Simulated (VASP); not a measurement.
# Ge32H20CO in VASP: a series of runs

The runs below take Ge32H20CO through single point, with PBE+D3(BJ).

Everything below comes from runs of VASP 6.6.1. Logs are shortened: lines on timing, memory, paths and dates and some standing lists are left out, and cuts for length are marked.

**1. The cell of the first run**

The cell holds a slab with vacuum, 54 atoms: a = 11.316 Å, b = 11.316 Å, c = 20.913 Å, α = 90.00°, β = 90.00°, γ = 90.00°.

**2. Single point, PBE+D3(BJ)**

The input, INCAR:

```
  PREC = Accurate
  ENCUT = 520
  EDIFF = 1E-6
  ISMEAR = 0
  SIGMA = 0.03
  LREAL = Auto
  LASPH = True
  NELM = 100
  ALGO = Normal
  ISIF = 2
  LWAVE = False
  LCHARG = False
  GGA = PE
  IVDW = 12
  NBANDS = 272
```

The input, KPOINTS:

```
Automatic mesh
0
Gamma
  1 1 1
```

The input, POSCAR:

```
Ge32H20CO
1.0
    8.0016200000      8.0016200000      0.0000000000
   -8.0016200000      8.0016200000      0.0000000000
    0.0000000000      0.0000000000     20.9129000000
Ge H O C
32 20 1 1
Direct
   -0.3110513743      0.3108360964      0.3417141696
   -0.1883655179     -0.3187773661      0.3430676393
    0.0472323709     -0.0476265829      0.3610445277
    0.3184141063      0.1879546841      0.3430611248
   -0.0306010444     -0.4676948732      0.3833236420
    0.2045715061     -0.2046135423      0.3570723004
    0.4674655574      0.0303300934      0.3833297934
    0.5359704072     -0.5364105168      0.3825849740
   -0.1200746285      0.3860718146      0.3036954785
   -0.1204160249     -0.1282538531      0.2999495522
    0.1277503082      0.1202603047      0.3000877815
    0.3865520651      0.3803836074      0.3034034531
    0.1144430330     -0.3775875865      0.3035699915
    0.3773706345     -0.1144371160      0.3034431478
    0.6138873116      0.1197710994      0.3037830084
    0.6191194015     -0.3867587148      0.3035083360
   -0.0011943785      0.2513838617      0.2346504064
    0.0024862636     -0.2532632265      0.2284676218
    0.2530832835     -0.0022977530      0.2284720508
    0.5003917360      0.2489957581      0.2290227990
    0.2489271805     -0.4992641758      0.2358479667
    0.4991756896     -0.2489109508      0.2358277155
    0.7486584138      0.0010959183      0.2346516020
    0.7508965374     -0.5002206438      0.2290238939
   -0.1250000000      0.1250000000      0.1644630000
   -0.1250000000     -0.3750000000      0.1644630000
    0.1250000000     -0.1250000000      0.1644630000
    0.3750000000      0.1250000000      0.1644630000
    0.1250000000     -0.6250000000      0.1644630000
    0.3750000000     -0.3750000000      0.1644630000
    0.6250000000     -0.1250000000      0.1644630000
    0.6250000000     -0.6250000000      0.1644630000
   -0.0489780000      0.0489780000      0.1195430000
   -0.2010220000      0.2010220000      0.1195430000
   -0.0489780000     -0.4510220000      0.1195430000
   -0.2010220000     -0.2989780000      0.1195430000
    0.2010220000     -0.2010220000      0.1195430000
    0.0489780000     -0.0489780000      0.1195430000
    0.4510220000      0.0489780000      0.1195430000
    0.2989780000      0.2010220000      0.1195430000
    0.2010220000     -0.7010220000      0.1195430000
    0.0489780000     -0.5489780000      0.1195430000
    0.4510220000     -0.4510220000      0.1195430000
    0.2989780000     -0.2989780000      0.1195430000
    0.7010220000     -0.2010220000      0.1195430000
    0.5489780000     -0.0489780000      0.1195430000
    0.7010220000     -0.7010220000      0.1195430000
    0.5489780000     -0.5489780000      0.1195430000
    0.0111053549     -0.0113584588      0.4299333233
    0.4101843433     -0.2963752090      0.4288943772
    0.2990414752     -0.4088983301      0.4299100269
    0.3379713881     -0.3339694807      0.5021242347
    0.2361327819     -0.2352644015      0.4412875627
    0.3246719074     -0.3224275152      0.4504297191
```

Potentials or basis: VASP PAW PBE potentials, release 64 (Ge_d, H, O, C).

On the command line:

```bash
$ cat potpaw_PBE.64/Ge_d/POTCAR potpaw_PBE.64/H/POTCAR potpaw_PBE.64/O/POTCAR potpaw_PBE.64/C/POTCAR > POTCAR
$ mpirun -np 1 vasp_gam > vasp.out
```

OUTCAR:

```text
PREC = Accurate
   ENCUT = 520
   EDIFF = 1E-6
   ISMEAR = 0
   LREAL = Auto
   LASPH = True
   NELM = 100
   ISIF = 2
   GGA = PE
   IVDW = 12
 IVDW          = 12

 ion  position               nearest neighbor table
   1  0.689  0.311  0.342-  15 2.45   9 2.46   8 2.59
   2  0.812  0.681  0.343-  16 2.45  10 2.46   5 2.60
   3  0.047  0.952  0.361-  49 1.55  10 2.46  11 2.46   6 2.52
   4  0.318  0.188  0.343-  12 2.45  11 2.46   7 2.60
   5  0.969  0.532  0.383-  13 2.55   9 2.56   2 2.60
   6  0.205  0.795  0.357-  53 1.83  14 2.47  13 2.47   3 2.52
   7  0.467  0.030  0.383-  14 2.55  15 2.56   4 2.60
   8  0.536  0.464  0.383-  12 2.55  16 2.55   1 2.59
   9  0.880  0.386  0.304-   1 2.46  17 2.49  24 2.50   5 2.56
  10  0.880  0.872  0.300-   2 2.46   3 2.46  18 2.48  23 2.49
  11  0.128  0.120  0.300-   4 2.46   3 2.46  19 2.49  17 2.49
  12  0.387  0.380  0.303-   4 2.45  21 2.51  20 2.51   8 2.55
  13  0.114  0.622  0.304-  18 2.46   6 2.47  21 2.49   5 2.55
  14  0.377  0.886  0.303-  19 2.46   6 2.47  22 2.49   7 2.55
[... 16 lines left out ...]
  31  0.625  0.875  0.164-  45 1.54  46 1.54  23 2.48  22 2.49
  32  0.625  0.375  0.164-  47 1.54  48 1.54  20 2.42  24 2.42
  33  0.951  0.049  0.120-  25 1.54
  34  0.799  0.201  0.120-  25 1.54
  35  0.951  0.549  0.120-  26 1.54
  36  0.799  0.701  0.120-  26 1.54
  37  0.201  0.799  0.120-  27 1.54
  38  0.049  0.951  0.120-  27 1.54
[... 12 lines left out ...]
  51  0.299  0.591  0.430-  54 1.11
  52  0.338  0.666  0.502-  54 1.10
  53  0.236  0.765  0.441-  54 1.42   6 1.83
  54  0.325  0.678  0.450-  52 1.10  51 1.11  50 1.11  53 1.42

  LATTYP: Found a simple tetragonal cell.
 ALAT       =    11.3159995250
 C/A-ratio  =     1.8480824388

  Lattice vectors:

 A1 = (   8.0016200000,   8.0016200000,   0.0000000000)
 A2 = (  -8.0016200000,   8.0016200000,   0.0000000000)
 A3 = (   0.0000000000,   0.0000000000,  20.9129000000)

Analysis of symmetry for initial positions (statically):
=====================================================================
 Subroutine PRICEL returns:
 Original cell was already a primitive cell.

 Routine SETGRP: Setting up the symmetry group for a
 simple tetragonal supercell.

 Subroutine GETGRP returns: Found  1 space group operations
 (whereof  1 operations were pure point group operations)
 out of a pool of 16 trial point group operations.

The static configuration has the point symmetry C_1 .

Analysis of symmetry for dynamics (positions and initial velocities):
=====================================================================
 Subroutine PRICEL returns:
 Original cell was already a primitive cell.

 Routine SETGRP: Setting up the symmetry group for a
 simple tetragonal supercell.

 Subroutine GETGRP returns: Found  1 space group operations
 (whereof  1 operations were pure point group operations)
 out of a pool of 16 trial point group operations.

The dynamic configuration has the point symmetry C_1 .

 Subroutine INISYM returns: Found  1 space group operations
 (whereof  1 operations are pure point group operations),
 and found     1 'primitive' translations

----------------------------------------------------------------------------------------

                                     Primitive cell

  volume of cell :    2677.9354

  direct lattice vectors                    reciprocal lattice vectors
     8.001620000  8.001620000  0.000000000     0.062487346  0.062487346  0.000000000
    -8.001620000  8.001620000  0.000000000    -0.062487346  0.062487346  0.000000000
     0.000000000  0.000000000 20.912900000     0.000000000  0.000000000  0.047817376

  length of vectors
    11.315999525 11.315999525 20.912900000     0.088370453  0.088370453  0.047817376

  position of ions in fractional coordinates (direct lattice)
     0.688948626  0.310836096  0.341714170
     0.811634482  0.681222634  0.343067639
     0.047232371  0.952373417  0.361044528
     0.318414106  0.187954684  0.343061125
     0.969398956  0.532305127  0.383323642
     0.204571506  0.795386458  0.357072300
[... 46 lines left out ...]
     0.236132782  0.764735599  0.441287563
     0.324671907  0.677572485  0.450429719

  ion indices of the primitive-cell ions
   primitive index   ion index
                 1           1
                 2           2
                 3           3
                 4           4
                 5           5
                 6           6
[... 46 lines left out ...]
                53          53
                54          54

----------------------------------------------------------------------------------------

 KPOINTS: Automatic mesh

Automatic generation of k-mesh.
 Grid dimensions read from file:
 generate k-points for:    1    1    1

 Generating k-lattice:

  Cartesian coordinates                     Fractional coordinates (reciprocal lattice)
     0.062487346  0.062487346  0.000000000     1.000000000  0.000000000  0.000000000
    -0.062487346  0.062487346  0.000000000     0.000000000  1.000000000  0.000000000
     0.000000000  0.000000000  0.047817376     0.000000000  0.000000000  1.000000000

  Length of vectors
     0.088370453  0.088370453  0.047817376

  Shift w.r.t. Gamma in fractional coordinates (k-lattice)
     0.000000000  0.000000000  0.000000000

 Subroutine IBZKPT returns following result:
 ===========================================

 Found      1 irreducible k-points:

 Following reciprocal coordinates:
            Coordinates               Weight
  0.000000  0.000000  0.000000      1.000000
   k-points           NKPTS =      1   k-points in BZ     NKDIM =      1   number of bands    NBANDS=    272
   number of dos      NEDOS =    301   number of ions     NIONS =     54
   total plane-waves  NPLWV = ******
   dimension x,y,z NGX =    84 NGY =   84 NGZ =  160
   dimension x,y,z NGXF=   168 NGYF=  168 NGZF=  320
   ions per type =              32  20   1   1
   NGX,Y,Z   is equivalent  to a cutoff of  12.34, 12.34, 12.72 a.u.
   NGXF,Y,Z  is equivalent  to a cutoff of  24.68, 24.68, 25.44 a.u.
 SYSTEM =  unknown system
   PREC   = accura    normal or accurate (medium, high low for compatibility)
   ISTART =      0    job   : 0-new  1-cont  2-samecut
   ICHARG =      2    charge: 1-file 2-atom 10-const
   ISPIN  =      1    spin polarized calculation?
   LNONCOLLINEAR =      F non collinear calculations
   LSORBIT =      F    spin-orbit coupling
   LASPH  =      T    aspherical Exc in radial PAW
   ENCUT  =  520.0 eV  38.22 Ry    6.18 a.u.  21.04 21.04 38.88*2*pi/ulx,y,z
   NELM   =    100;   NELMIN=  2; NELMDL= -5     # of ELM steps
   EDIFF  = 0.1E-05   stopping-criterion for ELM
   LREAL  =      T    real-space projection
   EDIFFG = 0.1E-04   stopping-criterion for IOM
   NSW    =      0    number of steps for IOM
   IBRION =     -1    ionic relax: 0-MD 1-quasi-New 2-CG
   NFREE  =      0    steps in history (QN), initial steepest desc. (CG)
   ISIF   =      2    stress and relaxation
   ISYM   =      2    0-nonsym 1-usesym 2-fastsym
   POTIM  = 0.5000    time-step for ionic-motion
   TEBEG  =    0.0;   TEEND  =   0.0 temperature during run
   PSTRESS=    0.0 pullay stress
   NELECT =     478.0000    total number of electrons
   NUPDOWN=      -1.0000    fix difference up-down
   EMIN   =  10.00;   EMAX   =-10.00  energy-range for DOS
   EFERMI =   0.00;   METHOD = LEGACY
   ISMEAR =     0;   SIGMA  =   0.03  broadening in eV -4-tet -1-fermi 0-gaus
   EFERMI_NEDOS =   21; number of points for ismear=-14 and -15
   IALGO  =     38    algorithm
   IMIX   =      4    mixing-type and parameters
     AMIX     =   0.40;   BMIX     =  1.00
     AMIX_MAG =   1.60;   BMIX_MAG =  1.00
  volume/ion in A,a.u.               =      49.59       334.66
  Fermi-wavevector in a.u.,A,eV,Ry     =   0.921759  1.741872 11.560052  0.849640
  Thomas-Fermi vector in A             =   2.047211
   LORBIT       =      0    0 simple, 1 ext, 2 COOP (PROOUT), +10 PAW based schemes
   GGA     = PE    functional components
   LHFCALC =     F    Hartree Fock is set to
   AEXX    =    0.0000 exact exchange contribution
   IVDW    =    12    specifies the selected vdW correction
   LEPSILON=     F    determine dielectric tensor
   LRPA    =     F    only Hartree local field effects (RPA)
 non-spin polarized calculation
 Gauss-broadening in eV      SIGMA  =   0.03
  energy-cutoff  :      520.00
  volume of cell :     2677.94
 maximum number of plane-waves:     35941
   NGX = 43   NGY = 43   NGZ = 77

 number of electron     477.9999710 magnetization

 Free energy of the ion-electron system (eV)
  ---------------------------------------------------
  ext. energy  EPLUGINS =         0.00000000
  ---------------------------------------------------
  free energy    TOTEN  =      -216.20062395 eV

  energy without entropy =     -216.20062395  energy(sigma->0) =     -216.20062395

 E-fermi :  -1.9911     XC(G=0):  -3.7255

 val. band max:       -2.1709014832   @ k =   0.0000   0.0000   0.0000
 cond. band min:      -1.6895785307   @ k =   0.0000   0.0000   0.0000
 fundamental gap:      0.4813229525
 Fermi energy:        -1.9910568038

 k-point     1 :       0.0000    0.0000    0.0000
  band No.  band energies     occupation
      1     -26.7380      2.00000
      2     -26.7373      2.00000
      3     -26.7141      2.00000
      4     -26.6782      2.00000
      5     -26.6775      2.00000
      6     -26.6566      2.00000
[... 243 lines left out ...]
    250       0.3760      0.00000
    251       0.4034      0.00000
 [bands above 251 left out]

------------------------ aborting loop because EDIFF is reached ----------------------------------------

 Edisp (eV)   -7.18061

 E8    (eV) :    -3.1696

  FORCE on cell =-STRESS in cart. coord.  units (eV):
  Direction    XX          YY          ZZ          XY          YZ          ZX
  --------------------------------------------------------------------------------------
  -------------------------------------------------------------------------------------
  Total      13.39915     6.63609    -0.59574     0.02125    -0.00431     0.00913
  in kB       8.01655     3.97030    -0.35642     0.01272    -0.00258     0.00546
  external pressure =        3.88 kB  Pullay stress =        0.00 kB

 VOLUME and BASIS-vectors are now :
 -----------------------------------------------------------------------------
  energy-cutoff  :      520.00
  volume of cell :     2677.94
      direct lattice vectors                 reciprocal lattice vectors
     8.001620000  8.001620000  0.000000000     0.062487346  0.062487346  0.000000000
    -8.001620000  8.001620000  0.000000000    -0.062487346  0.062487346  0.000000000
     0.000000000  0.000000000 20.912900000     0.000000000  0.000000000  0.047817376

 POSITION                                       TOTAL-FORCE (eV/Angst)
 -----------------------------------------------------------------------------------
      3.02551      7.99990      7.14623        -0.001537      0.000136     -0.000381
      1.04351     11.94528      7.17454        -0.000002      0.000073      0.000302
     -7.24259      7.99847      7.55049        -0.011104     -0.000844      0.026139
      1.04389      4.05177      7.17440        -0.000944      0.000637      0.000734
      3.49746     12.01607      8.01641         0.000876     -0.000540      0.009146
     -4.72748      8.00128      7.46742        -0.016140      0.000849     -0.001955
[... 46 lines left out ...]
     -4.22968      8.00857      9.22860        -0.170725     -0.003848     -0.033739
     -2.82378      8.01958      9.41979         0.154024      0.004431      0.052468
 -----------------------------------------------------------------------------------
    total drift:                               -0.006958      0.000938      0.013638

  FREE ENERGIE OF THE ION-ELECTRON SYSTEM (eV)
  ---------------------------------------------------
  free  energy   TOTEN  =      -223.3812340528 eV

  energy  without entropy=     -223.3812340528  energy(sigma->0) =     -223.38123405
```

Run time: 50 min. Hardware: 1 thread of Oxide Virtual Turin-like, shared host; peak memory 1.9 GiB.

What came out:

- Free energy: -223.3812 eV
- Largest force: 0.619 eV/Å
- Dispersion energy per atom: -0.133 eV

Forces in eV/Å, atoms in the order of the input:
```
Ge  -0.002  0.000  0.000
Ge   0.000  0.000  0.000
Ge  -0.011 -0.001  0.026
Ge  -0.001  0.001  0.001
Ge   0.001 -0.001  0.009
Ge  -0.016  0.001 -0.002
Ge   0.001  0.001  0.008
Ge  -0.001  0.000  0.007
Ge   0.002 -0.003 -0.001
Ge  -0.003  0.002  0.002
Ge   0.001 -0.001 -0.001
Ge   0.000 -0.003 -0.001
Ge   0.000  0.002 -0.006
Ge   0.001 -0.003 -0.002
Ge   0.002  0.003 -0.003
Ge  -0.001  0.001 -0.001
Ge  -0.001  0.000 -0.002
Ge   0.002  0.001 -0.005
Ge   0.001  0.000 -0.005
Ge   0.002 -0.002 -0.008
Ge  -0.003 -0.001 -0.003
Ge  -0.003  0.002 -0.002
Ge  -0.001 -0.001 -0.002
Ge   0.001  0.001 -0.008
Ge  -0.118 -0.002  0.483
Ge   0.053  0.041 -0.591
Ge  -0.038  0.001 -0.486
Ge   0.053 -0.034 -0.591
Ge   0.128  0.081  0.494
Ge  -0.137 -0.003  0.604
Ge   0.129 -0.082  0.493
Ge  -0.139  0.002 -0.465
H    0.030  0.000  0.027
H    0.081 -0.001  0.029
H   -0.084 -0.042 -0.037
H    0.108 -0.020  0.000
H   -0.097  0.003 -0.018
H    0.049 -0.002 -0.036
H   -0.084  0.038 -0.036
H    0.108  0.023  0.000
H   -0.081 -0.009  0.029
H    0.012  0.008  0.030
H    0.027  0.000  0.012
H    0.084 -0.001  0.022
H   -0.081  0.008  0.029
H    0.012 -0.009  0.030
H   -0.064  0.002  0.014
H    0.052 -0.001 -0.026
H    0.012 -0.001 -0.028
H    0.013  0.015 -0.005
H    0.013 -0.015 -0.007
H    0.005  0.000  0.010
O   -0.171 -0.004 -0.034
C    0.154  0.004  0.052
```

Caveat: the k points lie up to 0.56 Å⁻¹ apart; there is no dipole correction, which matters where the two faces differ.

[end of part 1 of 2]
